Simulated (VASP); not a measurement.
# MgS (Fm-3m) in VASP: a series of runs

MgS is run at these levels: PBE+D3(BJ), PBE+D4, LDA; tasks: single point.

Program: VASP 6.6.1. These are calculated values, not measurements. Logs are shortened: lines on timing, memory, paths and dates and some standing lists are left out, and cuts for length are marked.

## Step 1: The cell of the first run

It takes space group Fm-3m (No. 225, cubic). Conventional cell: a = 5.179 Å, b = 5.179 Å, c = 5.179 Å, α = 90.00°, β = 90.00°, γ = 90.00°. Mg (site symmetry m-3m) has 6 S at 2.59 Å within 3.4 Å. Within 3.4 Å of S (site symmetry m-3m) lie 6 Mg at 2.59 Å.

## Step 2: Single point, PBE+D3(BJ)

INCAR reads:

```
ALGO = Normal
EDIFF = 1E-6
ENCUT = 600
GGA = PE
GGA_COMPAT = False
ISIF = 2
ISMEAR = 0
IVDW = 12
LASPH = True
LCHARG = False
LREAL = False
LWAVE = False
NBANDS = 11
NELM = 120
PREC = Accurate
SIGMA = 0.05
```

KPOINTS reads:

```
k-points
0
Gamma
  8 8 8
```

POSCAR reads:

```
MgS
1.0
    0.0000000000      2.5892536218      2.5892536218
    2.5892536218      0.0000000000      2.5892536218
    2.5892536218      2.5892536218      0.0000000000
Mg S
1 1
Direct
    0.0000000000      0.0000000000      0.0000000000
    0.5000000000      0.5000000000      0.5000000000
```

Potentials or basis: VASP PAW PBE potentials, release 64 (Mg, S).

On the command line:

```
> cat potpaw_PBE.64/Mg/POTCAR potpaw_PBE.64/S/POTCAR > POTCAR
> mpirun -np 1 vasp_std > vasp.out
```

OUTCAR:

```text
EDIFF = 1E-6
   ENCUT = 600
   GGA = PE
   ISIF = 2
   ISMEAR = 0
   IVDW = 12
   LASPH = True
   LREAL = False
   NELM = 120
   PREC = Accurate
 IVDW          = 12

 ion  position               nearest neighbor table
   1  0.000  0.000  0.000-   2 2.59   2 2.59   2 2.59   2 2.59   2 2.59   2 2.59
   2  0.500  0.500  0.500-   1 2.59   1 2.59   1 2.59   1 2.59   1 2.59   1 2.59

  LATTYP: Found a face centered cubic cell.
 ALAT       =     5.1785072436

  Lattice vectors:

 A1 = (   0.0000000000,   2.5892536218,   2.5892536218)
 A2 = (   2.5892536218,   0.0000000000,   2.5892536218)
 A3 = (   2.5892536218,   2.5892536218,   0.0000000000)

Analysis of symmetry for initial positions (statically):
=====================================================================
 Subroutine PRICEL returns:
 Original cell was already a primitive cell.

 Routine SETGRP: Setting up the symmetry group for a
 face centered cubic supercell.

 Subroutine GETGRP returns: Found 48 space group operations
 (whereof 48 operations were pure point group operations)
 out of a pool of 48 trial point group operations.

The static configuration has the point symmetry O_h .

Analysis of symmetry for dynamics (positions and initial velocities):
=====================================================================
 Subroutine PRICEL returns:
 Original cell was already a primitive cell.

 Routine SETGRP: Setting up the symmetry group for a
 face centered cubic supercell.

 Subroutine GETGRP returns: Found 48 space group operations
 (whereof 48 operations were pure point group operations)
 out of a pool of 48 trial point group operations.

The dynamic configuration has the point symmetry O_h .

 Subroutine INISYM returns: Found 48 space group operations
 (whereof 48 operations are pure point group operations),
 and found     1 'primitive' translations

----------------------------------------------------------------------------------------

                                     Primitive cell

  volume of cell :      34.7179

  direct lattice vectors                    reciprocal lattice vectors
     0.000000000  2.589253622  2.589253622    -0.193105842  0.193105842  0.193105842
     2.589253622  0.000000000  2.589253622     0.193105842 -0.193105842  0.193105842
     2.589253622  2.589253622  0.000000000     0.193105842  0.193105842 -0.193105842

  length of vectors
     3.661757588  3.661757588  3.661757588     0.334469129  0.334469129  0.334469129

  position of ions in fractional coordinates (direct lattice)
     0.000000000  0.000000000  0.000000000
     0.500000000  0.500000000  0.500000000

  ion indices of the primitive-cell ions
   primitive index   ion index
                 1           1
                 2           2

----------------------------------------------------------------------------------------

 KPOINTS: k-points

Automatic generation of k-mesh.
 Grid dimensions read from file:
 generate k-points for:    8    8    8

 Generating k-lattice:

  Cartesian coordinates                     Fractional coordinates (reciprocal lattice)
    -0.024138230  0.024138230  0.024138230     0.125000000  0.000000000  0.000000000
     0.024138230 -0.024138230  0.024138230     0.000000000  0.125000000  0.000000000
     0.024138230  0.024138230 -0.024138230     0.000000000  0.000000000  0.125000000

  Length of vectors
     0.041808641  0.041808641  0.041808641

  Shift w.r.t. Gamma in fractional coordinates (k-lattice)
     0.000000000  0.000000000  0.000000000

 Subroutine IBZKPT returns following result:
 ===========================================

 Found     29 irreducible k-points:

 Following reciprocal coordinates:
            Coordinates               Weight
  0.000000  0.000000  0.000000      1.000000
  0.125000  0.000000  0.000000      8.000000
  0.250000  0.000000  0.000000      8.000000
  0.375000  0.000000  0.000000      8.000000
  0.500000  0.000000  0.000000      4.000000
  0.125000  0.125000  0.000000      6.000000
[... 16 lines left out ...]
  0.500000  0.250000  0.125000     48.000000
 -0.375000  0.250000  0.125000     24.000000
 [... further k-points ...]
   k-points           NKPTS =     29   k-points in BZ     NKDIM =     29   number of bands    NBANDS=     11
   number of dos      NEDOS =    301   number of ions     NIONS =      2
   total plane-waves  NPLWV =  27000
   dimension x,y,z NGX =    30 NGY =   30 NGZ =   30
   dimension x,y,z NGXF=    60 NGYF=   60 NGZF=   60
   ions per type =               1   1
   NGX,Y,Z   is equivalent  to a cutoff of  13.62, 13.62, 13.62 a.u.
   NGXF,Y,Z  is equivalent  to a cutoff of  27.24, 27.24, 27.24 a.u.
 SYSTEM =  unknown system
   PREC   = accura    normal or accurate (medium, high low for compatibility)
   ISTART =      0    job   : 0-new  1-cont  2-samecut
   ICHARG =      2    charge: 1-file 2-atom 10-const
   ISPIN  =      1    spin polarized calculation?
   LNONCOLLINEAR =      F non collinear calculations
   LSORBIT =      F    spin-orbit coupling
   LASPH  =      T    aspherical Exc in radial PAW
   ENCUT  =  600.0 eV  44.10 Ry    6.64 a.u.   7.31  7.31  7.31*2*pi/ulx,y,z
   NELM   =    120;   NELMIN=  2; NELMDL= -5     # of ELM steps
   EDIFF  = 0.1E-05   stopping-criterion for ELM
   LREAL  =      F    real-space projection
   EDIFFG = 0.1E-04   stopping-criterion for IOM
   NSW    =      0    number of steps for IOM
   IBRION =     -1    ionic relax: 0-MD 1-quasi-New 2-CG
   NFREE  =      0    steps in history (QN), initial steepest desc. (CG)
   ISIF   =      2    stress and relaxation
   ISYM   =      2    0-nonsym 1-usesym 2-fastsym
   POTIM  = 0.5000    time-step for ionic-motion
   TEBEG  =    0.0;   TEEND  =   0.0 temperature during run
   PSTRESS=    0.0 pullay stress
   NELECT =       8.0000    total number of electrons
   NUPDOWN=      -1.0000    fix difference up-down
   EMIN   =  10.00;   EMAX   =-10.00  energy-range for DOS
   EFERMI =   0.00;   METHOD = LEGACY
   ISMEAR =     0;   SIGMA  =   0.05  broadening in eV -4-tet -1-fermi 0-gaus
   EFERMI_NEDOS =   21; number of points for ismear=-14 and -15
   IALGO  =     38    algorithm
   IMIX   =      4    mixing-type and parameters
     AMIX     =   0.40;   BMIX     =  1.00
     AMIX_MAG =   1.60;   BMIX_MAG =  1.00
  volume/ion in A,a.u.               =      17.36       117.14
  Fermi-wavevector in a.u.,A,eV,Ry     =   1.003661  1.896644 13.705621  1.007335
  Thomas-Fermi vector in A             =   2.136227
   LORBIT       =      0    0 simple, 1 ext, 2 COOP (PROOUT), +10 PAW based schemes
   GGA     = PE    functional components
   LHFCALC =     F    Hartree Fock is set to
   AEXX    =    0.0000 exact exchange contribution
   IVDW    =    12    specifies the selected vdW correction
   LEPSILON=     F    determine dielectric tensor
   LRPA    =     F    only Hartree local field effects (RPA)
 non-spin polarized calculation
 Gauss-broadening in eV      SIGMA  =   0.05
  energy-cutoff  :      600.00
  volume of cell :       34.72
 maximum number of plane-waves:      1174
 NGX is ok and might be reduce to    30
   NGX = 15   NGY = 15   NGZ = 15

 number of electron       8.0000000 magnetization

 Free energy of the ion-electron system (eV)
  ---------------------------------------------------
  ext. energy  EPLUGINS =         0.00000000
  ---------------------------------------------------
  free energy    TOTEN  =        -8.49765408 eV

  energy without entropy =       -8.49765408  energy(sigma->0) =       -8.49765408

 E-fermi :   4.1418     XC(G=0):  -9.7475

 val. band max:        3.8538007672   @ k =   0.0000   0.0000   0.0000
 cond. band min:       6.6602959858   @ k =   0.5000   0.5000   0.0000
 fundamental gap:      2.8064952186
 Fermi energy:         4.1418264369

 k-point     1 :       0.0000    0.0000    0.0000
  band No.  band energies     occupation
      1      -8.8952      2.00000
      2       3.8538      2.00000
      3       3.8538      2.00000
      4       3.8538      2.00000
      5       7.6784      0.00000
      6      11.7990      0.00000
      7      11.7990      0.00000
      8      11.7990      0.00000
      9      14.2190      0.00000
     10      14.2190      0.00000
     11      16.4259      0.00000

 k-point     2 :       0.1250    0.0000    0.0000
  band No.  band energies     occupation
      1      -8.7407      2.00000
      2       2.7971      2.00000
      3       3.7497      2.00000
      4       3.7497      2.00000
      5       8.4733      0.00000
      6      11.4944      0.00000
      7      12.0535      0.00000
      8      12.0535      0.00000
      9      13.5946      0.00000
     10      13.5946      0.00000
     11      16.6587      0.00000

 k-point     3 :       0.2500    0.0000    0.0000
  band No.  band energies     occupation
      1      -8.3220      2.00000
      2       1.0120      2.00000
      3       3.5232      2.00000
      4       3.5232      2.00000
      5       8.8679      0.00000
      6      11.6897      0.00000
      7      11.6897      0.00000
      8      12.2385      0.00000
      9      14.1708      0.00000
     10      14.1708      0.00000
     11      15.8431      0.00000
[... 267 lines left out ...]
 k-point    23 :       0.5000    0.2500    0.1250
  band No.  band energies     occupation
      1      -7.5597      2.00000
      2      -0.1157      2.00000
      3       1.8217      2.00000
      4       2.8433      2.00000
      5       9.5122      0.00000
      6      10.2767      0.00000
      7      11.7004      0.00000
      8      12.9182      0.00000
      9      15.5887      0.00000
     10      18.2186      0.00000
     11      18.8642      0.00000

 k-point    24 :      -0.3750    0.2500    0.1250
  band No.  band energies     occupation
      1      -7.3513      2.00000
      2      -0.5193      2.00000
      3       1.6764      2.00000
      4       2.6795      2.00000
      5       9.4601      0.00000
      6       9.9941      0.00000
      7      12.3175      0.00000
      8      13.3450      0.00000
      9      16.1834      0.00000
     10      17.2771      0.00000
     11      19.5118      0.00000

 [... further k-points ...]

------------------------ aborting loop because EDIFF is reached ----------------------------------------

 Edisp (eV)   -0.72135

 E8    (eV) :    -0.2903

  FORCE on cell =-STRESS in cart. coord.  units (eV):
  Direction    XX          YY          ZZ          XY          YZ          ZX
  --------------------------------------------------------------------------------------
  -------------------------------------------------------------------------------------
  Total      -0.29247    -0.29247    -0.29247     0.00000     0.00000     0.00000
  in kB     -13.49724   -13.49724   -13.49724     0.00000     0.00000     0.00000
  external pressure =      -13.50 kB  Pullay stress =        0.00 kB

 VOLUME and BASIS-vectors are now :
 -----------------------------------------------------------------------------
  energy-cutoff  :      600.00
  volume of cell :       34.72
      direct lattice vectors                 reciprocal lattice vectors
     0.000000000  2.589253622  2.589253622    -0.193105842  0.193105842  0.193105842
     2.589253622  0.000000000  2.589253622     0.193105842 -0.193105842  0.193105842
     2.589253622  2.589253622  0.000000000     0.193105842  0.193105842 -0.193105842

 POSITION                                       TOTAL-FORCE (eV/Angst)
 -----------------------------------------------------------------------------------
      0.00000      0.00000      0.00000         0.000000      0.000000     -0.000000
      2.58925      2.58925      2.58925        -0.000000     -0.000000      0.000000
 -----------------------------------------------------------------------------------
    total drift:                               -0.000000     -0.000000      0.000000

  FREE ENERGIE OF THE ION-ELECTRON SYSTEM (eV)
  ---------------------------------------------------
  free  energy   TOTEN  =        -9.2190043527 eV

  energy  without entropy=       -9.2190043527  energy(sigma->0) =       -9.21900435
```

It took 24 s on 1 thread of Intel Xeon 8259CL, shared host; peak memory 0.18 GiB.

What came out:

```yaml
Free_energy: -9.2190 eV
Pressure: -1.3 GPa
Band_gap_on_the_k_mesh: 2.81 eV, indirect (least direct gap 3.82 eV)
Dispersion_energy_per_atom: -0.361 eV
```

A k mesh can miss the band edges. PBE gaps usually lie below the measured ones, often by a third to a half.

## Step 3: Single point, PBE+D4 (volume scaled by 0.98)

INCAR reads:

```
SYSTEM = MgS
  PREC = Accurate
  ENCUT = 600
  EDIFF = 1E-6
  ISMEAR = 0
  SIGMA = 0.05
  LREAL = .FALSE.
  LASPH = .TRUE.
  NELM = 120
  ALGO = Normal
  ISIF = 2
  LWAVE = .FALSE.
  LCHARG = .TRUE.
  GGA = PE
  IVDW = 13
  LELF = .TRUE.
  LVHAR = .TRUE.
  NBANDS = 11
  GGA_COMPAT = .FALSE.
```

KPOINTS reads:

```
Automatic mesh
0
G
  8 8 8
  0 0 0
```

POSCAR reads:

```
MgS
1.0
    0.0000000000      2.5683344432      2.5683344432
    2.5683344432      0.0000000000      2.5683344432
    2.5683344432      2.5683344432      0.0000000000
Mg S
1 1
Direct
    0.0000000000      0.0000000000      0.0000000000
    0.5000000000      0.5000000000      0.5000000000
```

Potentials or basis: VASP PAW PBE potentials, release 64 (Mg, S).

On the command line:

```
> cat potpaw_PBE.64/Mg/POTCAR potpaw_PBE.64/S/POTCAR > POTCAR
> mpirun -np 1 vasp_std > vasp.out
```

Wall time 26 s (1 thread of Intel Xeon 8259CL, shared host); peak memory 0.17 GiB.

The run converged. Its results:

```yaml
Free_energy: -9.0836 eV
Pressure: 1.4 GPa
Band_gap_on_the_k_mesh: 2.86 eV, indirect (least direct gap 4.02 eV)
Dispersion_energy_per_atom: -0.301 eV
```

Levels at points of the mesh, in eV from the valence-band top:
| k point | band 1 | band 2 | band 3 | band 4 | band 5 | band 6 | band 7 | band 8 | band 9 |
| --- | --- | --- | --- | --- | --- | --- | --- | --- | --- |
| (0.00, 0.00, 0.00) | -12.89 | 0.00 | 0.00 | 0.00 | 4.02 | 7.93 | 7.93 | 7.93 | 10.39 |
| (0.50, 0.00, 0.00) | -11.49 | -5.04 | -0.64 | -0.64 | 4.60 | 6.95 | 6.95 | 10.54 | 12.38 |
| (0.50, 0.50, 0.00) | -11.08 | -4.40 | -1.77 | -1.77 | 2.86 | 4.27 | 12.39 | 12.93 | 13.78 |

## Step 4: Single point, PBE+D4 (volume scaled by 0.96)

INCAR reads:

```
ALGO     = Normal         # electronic algorithm
EDIFF    = 1E-6           # SCF threshold, eV
ENCUT    = 600            # plane-wave cutoff, eV
GGA      = PE             # functional
GGA_COMPAT= F            
ISIF     = 2              # what is computed and relaxed
ISMEAR   = 0              # smearing method
IVDW     = 13             # dispersion correction
LASPH    = T              # aspherical terms in the spheres
LCHARG   = F              # write CHGCAR
LREAL    = F              # projectors in reciprocal space
LWAVE    = F              # write WAVECAR
NBANDS   = 11             # bands
NELM     = 120            # most SCF steps
PREC     = Accurate       # precision mode
SIGMA    = 0.05           # smearing width, eV
```

KPOINTS reads:

```
k-points
0
Gamma
  8 8 8
```

POSCAR reads:

```
MgS
1.0
    0.0000000000      2.5507425593      2.5507425593
    2.5507425593      0.0000000000      2.5507425593
    2.5507425593      2.5507425593      0.0000000000
Mg S
1 1
Direct
    0.0000000000      0.0000000000      0.0000000000
    0.5000000000      0.5000000000      0.5000000000
```

Potentials or basis: VASP PAW PBE potentials, release 64 (Mg, S).

On the command line:

```
> cat potpaw_PBE.64/Mg/POTCAR potpaw_PBE.64/S/POTCAR > POTCAR
> mpirun -np 1 vasp_std > vasp.out
```

OUTCAR:

```text
EDIFF = 1E-6
   ENCUT = 600
   GGA = PE
   ISIF = 2
   ISMEAR = 0
   IVDW = 13
   LASPH = T
   LREAL = F
   NELM = 120
   PREC = Accurate

 ion  position               nearest neighbor table
   1  0.000  0.000  0.000-   2 2.55   2 2.55   2 2.55   2 2.55   2 2.55   2 2.55
   2  0.500  0.500  0.500-   1 2.55   1 2.55   1 2.55   1 2.55   1 2.55   1 2.55

  LATTYP: Found a face centered cubic cell.
 ALAT       =     5.1014851186

  Lattice vectors:

[... 523 lines left out ...]

------------------------ aborting loop because EDIFF is reached ----------------------------------------

  DFT-D4 for vdW energy calculation

  Edisp (eV):   -0.61422

  FORCE on cell =-STRESS in cart. coord.  units (eV):
  Direction    XX          YY          ZZ          XY          YZ          ZX
  --------------------------------------------------------------------------------------
  -------------------------------------------------------------------------------------
  Total       0.67060     0.67060     0.67060    -0.00000     0.00000     0.00000
  in kB      32.37028    32.37028    32.37028    -0.00000     0.00000     0.00000
  external pressure =       32.37 kB  Pullay stress =        0.00 kB

 VOLUME and BASIS-vectors are now :
 -----------------------------------------------------------------------------
  energy-cutoff  :      600.00
  volume of cell :       33.19
      direct lattice vectors                 reciprocal lattice vectors
     0.000000000  2.550742559  2.550742559    -0.196021350  0.196021350  0.196021350
     2.550742559  0.000000000  2.550742559     0.196021350 -0.196021350  0.196021350
     2.550742559  2.550742559  0.000000000     0.196021350  0.196021350 -0.196021350

 POSITION                                       TOTAL-FORCE (eV/Angst)
 -----------------------------------------------------------------------------------
      0.00000      0.00000      0.00000         0.000000     -0.000000      0.000000
      2.55074      2.55074      2.55074        -0.000000      0.000000     -0.000000
 -----------------------------------------------------------------------------------
    total drift:                               -0.000000     -0.000000      0.000000

  FREE ENERGIE OF THE ION-ELECTRON SYSTEM (eV)
  ---------------------------------------------------
  free  energy   TOTEN  =        -9.0736381884 eV

  energy  without entropy=       -9.0736381884  energy(sigma->0) =       -9.07363819
```

OSZICAR:

```text
N       E                     dE             d eps       ncg     rms          rms(c)
DAV:   1     0.254730678076E+02    0.25473E+02   -0.38535E+03   654   0.670E+02
DAV:   2    -0.718982761299E+01   -0.32663E+02   -0.30913E+02   768   0.105E+02
DAV:   3    -0.883389284611E+01   -0.16441E+01   -0.16412E+01   793   0.251E+01
DAV:   4    -0.884395271606E+01   -0.10060E-01   -0.10059E-01   752   0.229E+00
DAV:   5    -0.884403370714E+01   -0.80991E-04   -0.80991E-04   818   0.210E-01    0.469E+00
DAV:   6    -0.849895371213E+01    0.34508E+00   -0.71078E-01   713   0.342E+00    0.369E+00
DAV:   7    -0.845921877016E+01    0.39735E-01   -0.21710E-01   749   0.206E+00    0.238E+00
DAV:   8    -0.845962220928E+01   -0.40344E-03   -0.13158E-02   733   0.701E-01    0.100E+00
DAV:   9    -0.845940171264E+01    0.22050E-03   -0.64491E-04   728   0.152E-01    0.339E-01
DAV:  10    -0.845941753820E+01   -0.15826E-04   -0.18371E-04   742   0.633E-02    0.380E-02
DAV:  11    -0.845941464443E+01    0.28938E-05   -0.19652E-05   752   0.199E-02    0.182E-02
DAV:  12    -0.845941453887E+01    0.10556E-06   -0.61508E-07   427   0.496E-03
   1 F= -.90736382E+01 E0= -.90736382E+01  d E =-.639269E-13
```

stdout:

```text
POSCAR found type information on POSCAR MgS
 POSCAR found :  2 types and       2 ions
 scaLAPACK will be used
 LDA part: xc-table for (Slater+PW92), standard interpolation
 POSCAR, INCAR and KPOINTS ok, starting setup
 FFT: planning ... GRIDC
 FFT: planning ... GRID_SOFT
 FFT: planning ... GRID
 WAVECAR not read
 entering main loop
```

Run time: 26 s. Hardware: 1 thread of Intel Xeon 8259CL, shared host; peak memory 0.17 GiB.

What came out:

* Free energy: -9.0736 eV
* Pressure: 3.2 GPa
* Band gap on the k mesh: 2.90 eV, indirect (least direct gap 4.20 eV)
* Dispersion energy per atom: -0.307 eV

 A k mesh can miss the band edges.

(Continued in part 2 of 2.)
